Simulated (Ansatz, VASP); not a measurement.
# One calculation of Ta4C3, two programs

Contents of POSCAR:

```
Ta4C3
1.0
    4.4452810000      0.0000000000      0.0000000000
    0.0000000000      4.4452810000      0.0000000000
    0.0000000000      0.0000000000      4.4452810000
Ta C
4 3
Direct
    0.0000000000      0.5000000000      0.5000000000
    0.5000000000      0.0000000000      0.5000000000
    0.5000000000      0.5000000000      0.0000000000
    0.0000000000      0.0000000000      0.0000000000
    0.5000000000      0.0000000000      0.0000000000
    0.0000000000      0.5000000000      0.0000000000
    0.0000000000      0.0000000000      0.5000000000
```

Contents of INCAR.step1:

```
SYSTEM = Ta4C3
PREC     = Accurate       ! precision mode
ENCUT    = 660            ! plane-wave cutoff, eV
ISMEAR   = 0              ! smearing method
SIGMA    = 0.1            ! smearing width, eV
LREAL    = .False.        ! projectors in reciprocal space
LASPH    = .True.         ! aspherical terms in the spheres
NELM     = 120            ! most SCF steps
NBANDS   = 37             ! bands
GGA      = PE             ! functional
ALGO     = Normal         ! electronic algorithm
EDIFF    = 1E-5           ! SCF threshold, eV
LWAVE    = .True.         ! write WAVECAR
LCHARG   = .False.        ! write CHGCAR
GGA_COMPAT= .False.
```

INCAR.step2

```
SYSTEM = Ta4C3
PREC     = Accurate       ! precision mode
ENCUT    = 660            ! plane-wave cutoff, eV
EDIFF    = 1E-6           ! SCF threshold, eV
ISMEAR   = 0              ! smearing method
SIGMA    = 0.1            ! smearing width, eV
LREAL    = .False.        ! projectors in reciprocal space
LASPH    = .True.         ! aspherical terms in the spheres
NELM     = 120            ! most SCF steps
ALGO     = Normal         ! electronic algorithm
ISIF     = 2              ! what is computed and relaxed
LWAVE    = .False.        ! write WAVECAR
LCHARG   = .True.         ! write CHGCAR
METAGGA  = R2SCAN         ! meta-GGA
LMIXTAU  = .True.       
LELF     = .True.         ! ELF
LVHAR    = .True.       
NBANDS   = 37             ! bands
ISTART   = 1            
GGA_COMPAT= .False.
```

File KPOINTS:

```
regular mesh
0
Gamma
  4 4 4
  0 0 0
```

Input for Ansatz:

```yaml
crystal:
  lattice:
    - [4.445281, 0.0, 0.0]
    - [0.0, 4.445281, 0.0]
    - [0.0, 0.0, 4.445281]
  atoms:
    - { symbol: Ta, position: [0.0, 0.5, 0.5] }
    - { symbol: Ta, position: [0.5, 0.0, 0.5] }
    - { symbol: Ta, position: [0.5, 0.5, 0.0] }
    - { symbol: Ta, position: [0.0, 0.0, 0.0] }
    - { symbol: C, position: [0.5, 0.0, 0.0] }
    - { symbol: C, position: [0.0, 0.5, 0.0] }
    - { symbol: C, position: [0.0, 0.0, 0.5] }
basis:
  ecutwfc: 500
kpoints:
  mp_grid: { grid: [4, 4, 4] }
hamiltonian:
  xc: r2scan
scf:
  occupations: { method: gaussian, width: 0.1 }
  lower_state_search: "off"
output:
  forces: true
  stress: true
  eigenvalues: true
```

Alike in both runs: task single point; functional r2SCAN; k mesh 4 × 4 × 4; occupations gaussian, width 0.1 eV; no spin polarisation.

|  | VASP | Ansatz |
| --- | --- | --- |
| version | VASP 6.6.1 | Ansatz 0.2.0 |
| potentials or method | VASP PAW PBE potentials, release 64 (Ta_pv, C), cutoff 660 eV | scalar-relativistic, plane waves, PAW |
| valence electrons in the cell | 56 | 64 |

```csv
,VASP,Ansatz,Ansatz less VASP
gap on the k mesh at the Fermi level (eV),none,none,-
pressure (GPa),-3.3,-4.2,-0.89
```

VASP's potentials were made for PBE, not for r2SCAN. A gap of «none» marks a metal or a gap that the smearing closes. VASP's potentials hold 56 valence electrons a cell and Ansatz's 64, so a difference there can come from the potentials and not from the codes.

Neither program's run includes spin-orbit coupling.
